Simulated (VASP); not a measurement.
# GeB16N15 (a cell with a defect) in VASP: a series of runs

The runs below take GeB16N15 (a cell with a defect) through single point, with PBE.

All numbers are computed with VASP 6.6.1; they aren't measurements. Logs are shortened: lines on timing, memory, paths and dates and some standing lists are left out, and cuts for length are marked.

### 1 The cell of the first run

The cell holds a defect, 32 atoms: a = 6.277 Å, b = 6.277 Å, c = 6.277 Å, α = 109.47°, β = 109.47°, γ = 109.47°.

### 2 Single point, PBE

File INCAR:

```
SYSTEM = GeB16N15
PREC = Accurate
ENCUT = 520
EDIFF = 1E-6
ISMEAR = -1
SIGMA = 0.01
LREAL = Auto
LASPH = .True.
NELM = 120
ALGO = Normal
ISIF = 2
LWAVE = .False.
LCHARG = .False.
GGA = PE
NELECT = 136.0
NBANDS = 90
GGA_COMPAT = .False.
```

File KPOINTS:

```
regular mesh
0
Gamma
  1 1 1
  0 0 0
```

File POSCAR:

```
GeB16N15
1.0
   -3.6241103844      3.6241103844     -3.6241103844
    3.6241103844      3.6241103844      3.6241103844
    3.6241103844     -3.6241103844     -3.6241103844
B N Ge
16 15 1
Direct
    0.0048388506      0.0080765365     -0.0008746048
   -0.0038607564      0.2510553237      0.7530013324
   -0.0038460987      0.5033615013      0.5007394955
    0.0048710905      0.7494840261      0.2577058612
    0.2478839384     -0.0074849935      0.7437737152
    0.1888262440      0.2511442891      0.5007694495
    0.2478351334      0.4941265677      0.2421264769
    0.2553302837      0.7531057005      0.0027884687
    0.4909603436     -0.0472482220      0.5007237254
    0.4908731910      0.2510927756      0.2023905138
    0.5064416752      0.5096902456      0.0023619926
    0.5064348545      0.7527265736      0.7593439226
    0.7438925021     -0.0012082215      0.2484768391
    0.7533000286      0.2510723360     -0.0013031055
    0.7892018820      0.5494799843      0.7991139989
    0.7533345853      0.7490613051      0.5007347273
    0.0040361659      0.0024228970      0.2520779463
    0.0022659520      0.2510838478     -0.0009333142
    0.0105331675      0.5061501750      0.7558077008
    0.0023015879      0.7494473171      0.5007459893
    0.2444097055     -0.0046644544     -0.0161330830
    0.2526443481      0.2510901720      0.7494277356
    0.2525918109      0.4998244609      0.5007482448
    0.2443875613      0.7341568248      0.2449174400
    0.5001917820     -0.0100098007      0.7565452422
    0.5001743485      0.5068781810      0.2396370460
    0.5039368010      0.7527510125      0.0024177771
    0.7555432158     -0.0040837795      0.5007383876
    0.7555007818      0.2510864236      0.2456349964
    0.7612817449      0.5122174241      0.0176187847
    0.7612716484      0.7679676968      0.7618442385
    0.5188411740      0.2510535573      0.5007360584
```

Potentials or basis: VASP PAW PBE potentials, release 64 (B, N, Ge_d).

Launch:

```console
$ cat potpaw_PBE.64/B/POTCAR potpaw_PBE.64/N/POTCAR potpaw_PBE.64/Ge_d/POTCAR > POTCAR
$ mpirun -np 1 vasp_gam > vasp.out
```

OUTCAR:

```text
SYSTEM = GeB16N15
   PREC = Accurate
   ENCUT = 520
   EDIFF = 1E-6
   ISMEAR = -1
   LREAL = Auto
   LASPH = .True.
   NELM = 120
   ISIF = 2
   GGA = PE
   NELECT = 136.0

 ion  position               nearest neighbor table
   1  0.005  0.008  0.999-  31 1.51  18 1.53  21 1.56  17 1.60
   2  0.996  0.251  0.753-  18 1.53  28 1.57  19 1.57  22 1.62
   3  0.996  0.503  0.501-  20 1.53  19 1.57  29 1.57  23 1.62
   4  0.005  0.749  0.258-  30 1.51  20 1.53  24 1.56  17 1.60
   5  0.248  0.993  0.744-  21 1.51  20 1.53  25 1.56  22 1.60
   6  0.189  0.251  0.501-  22 1.48  23 1.48  17 1.48  32 2.07
[... 24 lines left out ...]
  31  0.761  0.768  0.762-   1 1.51  15 1.52  12 1.56  16 1.59
  32  0.519  0.251  0.501-   9 1.82  10 1.82  15 1.82   6 2.07

  LATTYP: Found a body centered cubic cell.
 ALAT       =     7.2482207688

  Lattice vectors:

 A1 = (  -3.6241103844,   3.6241103844,  -3.6241103844)
 A2 = (   3.6241103844,   3.6241103844,   3.6241103844)
 A3 = (   3.6241103844,  -3.6241103844,  -3.6241103844)

Analysis of symmetry for initial positions (statically):
=====================================================================
 Subroutine PRICEL returns:
 Original cell was already a primitive cell.

 Routine SETGRP: Setting up the symmetry group for a
 body centered cubic supercell.

 Subroutine GETGRP returns: Found  1 space group operations
 (whereof  1 operations were pure point group operations)
 out of a pool of 48 trial point group operations.

The static configuration has the point symmetry C_1 .

Analysis of symmetry for dynamics (positions and initial velocities):
=====================================================================
 Subroutine PRICEL returns:
 Original cell was already a primitive cell.

 Routine SETGRP: Setting up the symmetry group for a
 body centered cubic supercell.

 Subroutine GETGRP returns: Found  1 space group operations
 (whereof  1 operations were pure point group operations)
 out of a pool of 48 trial point group operations.

The dynamic configuration has the point symmetry C_1 .

 Subroutine INISYM returns: Found  1 space group operations
 (whereof  1 operations are pure point group operations),
 and found     1 'primitive' translations

----------------------------------------------------------------------------------------

                                     Primitive cell

  volume of cell :     190.3988

  direct lattice vectors                    reciprocal lattice vectors
    -3.624110384  3.624110384 -3.624110384     0.000000000  0.137964893 -0.137964893
     3.624110384  3.624110384  3.624110384     0.137964893  0.137964893  0.000000000
     3.624110384 -3.624110384 -3.624110384     0.137964893  0.000000000 -0.137964893

  length of vectors
     6.277143318  6.277143318  6.277143318     0.195111822  0.195111822  0.195111822

  position of ions in fractional coordinates (direct lattice)
     0.004838851  0.008076536  0.999125395
     0.996139244  0.251055324  0.753001332
     0.996153901  0.503361501  0.500739495
     0.004871090  0.749484026  0.257705861
     0.247883938  0.992515006  0.743773715
     0.188826244  0.251144289  0.500769449
[... 24 lines left out ...]
     0.761271648  0.767967697  0.761844238
     0.518841174  0.251053557  0.500736058

  ion indices of the primitive-cell ions
   primitive index   ion index
                 1           1
                 2           2
                 3           3
                 4           4
                 5           5
                 6           6
[... 24 lines left out ...]
                31          31
                32          32

----------------------------------------------------------------------------------------

 KPOINTS: regular mesh

Automatic generation of k-mesh.
 Grid dimensions read from file:
 generate k-points for:    1    1    1

 Generating k-lattice:

  Cartesian coordinates                     Fractional coordinates (reciprocal lattice)
     0.000000000  0.137964893 -0.137964893     1.000000000  0.000000000  0.000000000
     0.137964893  0.137964893  0.000000000     0.000000000  1.000000000  0.000000000
     0.137964893  0.000000000 -0.137964893     0.000000000  0.000000000  1.000000000

  Length of vectors
     0.195111822  0.195111822  0.195111822

  Shift w.r.t. Gamma in fractional coordinates (k-lattice)
     0.000000000  0.000000000  0.000000000

 Subroutine IBZKPT returns following result:
 ===========================================

 Found      1 irreducible k-points:

 Following reciprocal coordinates:
            Coordinates               Weight
  0.000000  0.000000  0.000000      1.000000
   k-points           NKPTS =      1   k-points in BZ     NKDIM =      1   number of bands    NBANDS=     90
   number of dos      NEDOS =    301   number of ions     NIONS =     32
   total plane-waves  NPLWV = 110592
   dimension x,y,z NGX =    48 NGY =   48 NGZ =   48
   dimension x,y,z NGXF=    96 NGYF=   96 NGZF=   96
   ions per type =              16  15   1
   NGX,Y,Z   is equivalent  to a cutoff of  12.71, 12.71, 12.71 a.u.
   NGXF,Y,Z  is equivalent  to a cutoff of  25.42, 25.42, 25.42 a.u.
 SYSTEM =  GeB16N15
   PREC   = accura    normal or accurate (medium, high low for compatibility)
   ISTART =      0    job   : 0-new  1-cont  2-samecut
   ICHARG =      2    charge: 1-file 2-atom 10-const
   ISPIN  =      1    spin polarized calculation?
   LNONCOLLINEAR =      F non collinear calculations
   LSORBIT =      F    spin-orbit coupling
   LASPH  =      T    aspherical Exc in radial PAW
   ENCUT  =  520.0 eV  38.22 Ry    6.18 a.u.  11.67 11.67 11.67*2*pi/ulx,y,z
   NELM   =    120;   NELMIN=  2; NELMDL= -5     # of ELM steps
   EDIFF  = 0.1E-05   stopping-criterion for ELM
   LREAL  =      T    real-space projection
   EDIFFG = 0.1E-04   stopping-criterion for IOM
   NSW    =      0    number of steps for IOM
   IBRION =     -1    ionic relax: 0-MD 1-quasi-New 2-CG
   NFREE  =      0    steps in history (QN), initial steepest desc. (CG)
   ISIF   =      2    stress and relaxation
   ISYM   =      2    0-nonsym 1-usesym 2-fastsym
   POTIM  = 0.5000    time-step for ionic-motion
   TEBEG  =    0.0;   TEEND  =   0.0 temperature during run
   PSTRESS=    0.0 pullay stress
   NELECT =     136.0000    total number of electrons
   NUPDOWN=      -1.0000    fix difference up-down
   EMIN   =  10.00;   EMAX   =-10.00  energy-range for DOS
   EFERMI =   0.00;   METHOD = LEGACY
   ISMEAR =    -1;   SIGMA  =   0.01  broadening in eV -4-tet -1-fermi 0-gaus
   EFERMI_NEDOS =   21; number of points for ismear=-14 and -15
   IALGO  =     38    algorithm
   IMIX   =      4    mixing-type and parameters
     AMIX     =   0.40;   BMIX     =  1.00
     AMIX_MAG =   1.60;   BMIX_MAG =  1.00
  volume/ion in A,a.u.               =       5.95        40.15
  Fermi-wavevector in a.u.,A,eV,Ry     =   1.463411  2.765446 29.137862  2.141572
  Thomas-Fermi vector in A             =   2.579509
   LORBIT       =      0    0 simple, 1 ext, 2 COOP (PROOUT), +10 PAW based schemes
   GGA     = PE    functional components
   LHFCALC =     F    Hartree Fock is set to
   AEXX    =    0.0000 exact exchange contribution
   IVDW    =     0    specifies the selected vdW correction
   LEPSILON=     F    determine dielectric tensor
   LRPA    =     F    only Hartree local field effects (RPA)
 non-spin polarized calculation
  energy-cutoff  :      520.00
  volume of cell :      190.40
 maximum number of plane-waves:      2545
 NGX is ok and might be reduce to    48
   NGX = 23   NGY = 23   NGZ = 23

 number of electron     136.0000003 magnetization

 Free energy of the ion-electron system (eV)
  ---------------------------------------------------
  ext. energy  EPLUGINS =         0.00000000
  ---------------------------------------------------
  free energy    TOTEN  =      -269.11450938 eV

  energy without entropy =     -269.11450938  energy(sigma->0) =     -269.11450938

 E-fermi :  10.0559     XC(G=0): -12.9273

 val. band max:        9.7377998176   @ k =   0.0000   0.0000   0.0000
 cond. band min:      10.5366252670   @ k =   0.0000   0.0000   0.0000
 fundamental gap:      0.7988254494
 Fermi energy:        10.0558505502

 k-point     1 :       0.0000    0.0000    0.0000
  band No.  band energies     occupation
      1     -14.0652      2.00000
      2     -13.9102      2.00000
      3     -13.9098      2.00000
      4     -13.6335      2.00000
      5     -13.6332      2.00000
      6     -12.5063      2.00000
[... 72 lines left out ...]
     79      16.8556      0.00000
     80      17.0234      0.00000
 [bands above 80 left out]

------------------------ aborting loop because EDIFF is reached ----------------------------------------

  FORCE on cell =-STRESS in cart. coord.  units (eV):
  Direction    XX          YY          ZZ          XY          YZ          ZX
  --------------------------------------------------------------------------------------
  -------------------------------------------------------------------------------------
  Total       22.0988733     22.0144681     22.0666707      5.1890630      5.2124509     -5.1467411
  in kB      185.9586876    185.2484299    185.6877073     43.6651828     43.8619883    -43.3090508
  external PRESSURE =     185.6316083 kB  Pullay stress =       0.0000000 kB

 VOLUME and BASIS-vectors are now :
 -----------------------------------------------------------------------------
  energy-cutoff  :      520.00
  volume of cell :      190.40
      direct lattice vectors                 reciprocal lattice vectors
    -3.624110384  3.624110384 -3.624110384     0.000000000  0.137964893 -0.137964893
     3.624110384  3.624110384  3.624110384     0.137964893  0.137964893  0.000000000
     3.624110384 -3.624110384 -3.624110384     0.137964893  0.000000000 -0.137964893

 POSITION                                       TOTAL-FORCE (eV/Angst)
 -----------------------------------------------------------------------------------
      3.63267     -3.57413     -3.60921         0.158268      0.087657      0.074198
      0.02869      1.79101     -5.42923        -0.049663      0.050020      0.041292
      0.02880      3.61967     -3.60067        -0.048462     -0.037845     -0.046247
      3.63251      1.79991      1.76460         0.162031     -0.079555     -0.088709
      5.39414      1.79982      0.00311        -0.087648     -0.076367      0.159637
      2.04069     -0.22034     -1.58900        -0.332416      0.335090     -0.329278
[... 24 lines left out ...]
      2.78527      2.78112     -2.73674         0.072681     -0.037211     -0.064762
      0.84423      0.97546     -2.78521        -0.003587      0.007844     -0.003697
 -----------------------------------------------------------------------------------
    total drift:                               -0.000999     -0.004350      0.004461

  FREE ENERGIE OF THE ION-ELECTRON SYSTEM (eV)
  ---------------------------------------------------
  free  energy   TOTEN  =      -269.1145093758 eV

  energy  without entropy=     -269.1145093758  energy(sigma->0) =     -269.11450938
```

It took 2.1 min on 1 thread of Intel Xeon 8259CL, shared host; peak memory 0.31 GiB.

What came out:

* Free energy: -269.1145 eV
* Largest force: 0.765 eV/Å

Forces in eV/Å, atoms in the order of the input:
```
B    0.158  0.088  0.074
B   -0.050  0.050  0.041
B   -0.048 -0.038 -0.046
B    0.162 -0.080 -0.089
B   -0.088 -0.076  0.160
B   -0.332  0.335 -0.329
B   -0.089 -0.162  0.068
B    0.232  0.278 -0.271
B    0.497  0.295  0.495
B    0.496 -0.495 -0.302
B    0.074  0.088  0.158
B    0.073 -0.159 -0.088
B    0.043  0.052 -0.049
B   -0.275  0.277  0.233
B   -0.304 -0.498  0.494
B   -0.279 -0.235 -0.278
N    0.127  0.115 -0.109
N   -0.012  0.012 -0.101
N   -0.411 -0.140  0.140
N   -0.015  0.098 -0.013
N    0.033  0.061  0.071
N   -0.110  0.117  0.125
N   -0.116 -0.128 -0.116
N    0.046 -0.064 -0.065
N   -0.068 -0.065  0.042
N   -0.067 -0.041  0.068
N   -0.102  0.013 -0.010
N    0.144  0.414  0.144
N    0.141 -0.143 -0.413
N    0.072  0.062  0.034
N    0.073 -0.037 -0.065
Ge  -0.004  0.008 -0.004
```

Caveat: the k points lie up to 1.23 Å⁻¹ apart, too coarse for converged energies, forces and pressures; the cell carries a net charge on a neutralising background, which shifts energy and pressure; the cell is charged against a uniform background, so pressure and absolute levels hang on convention.

(Continued in part 2 of 2.)
